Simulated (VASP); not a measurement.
The system is GdO.

```xyz
2
Lattice="0.0000 2.7530 2.7530 2.7530 0.0000 2.7530 2.7530 2.7530 0.0000" Properties=species:S:1:pos:R:3 pbc="T T T"
Gd    0.0000    0.0000    0.0000
O     4.1294    4.1294    4.1294
```

Base run:

```yaml
Program: VASP 6.6.1
Functional: LDA
Potentials_or_basis: VASP PAW PBE potentials, release 64 (Gd, O)
Cutoff: 520 eV
k_mesh: 9 × 9 × 9
Occupations: fermi-dirac, width 0.05 eV
Spin: collinear spin, ferromagnetic start
Starting_moments: "[7.0, 0.0] μB"
```

Its results: pressure -11.3 GPa; net moment 6.89 μB per cell; site moments Gd +6.65; O -0.05 μB.

Q: The run is repeated on the same cell with these changes: functional from LDA to r2SCAN; further incar settings from ALGO = Normal; EDIFF = 1e-07; NBANDS = 23 to ALGO = Normal; EDIFF = 1e-06; NBANDS = 23. What comes out?

A: Pressure -7.5 GPa; net moment 7.93 μB per cell; site moments Gd +6.98; O +0.03 μB.

Caveats: the cell stands under tension; the PAW data sets were made with another functional, which shifts forces and pressure a little; a cell with one magnetic atom can't hold antiferromagnetic order, which such compounds often take.
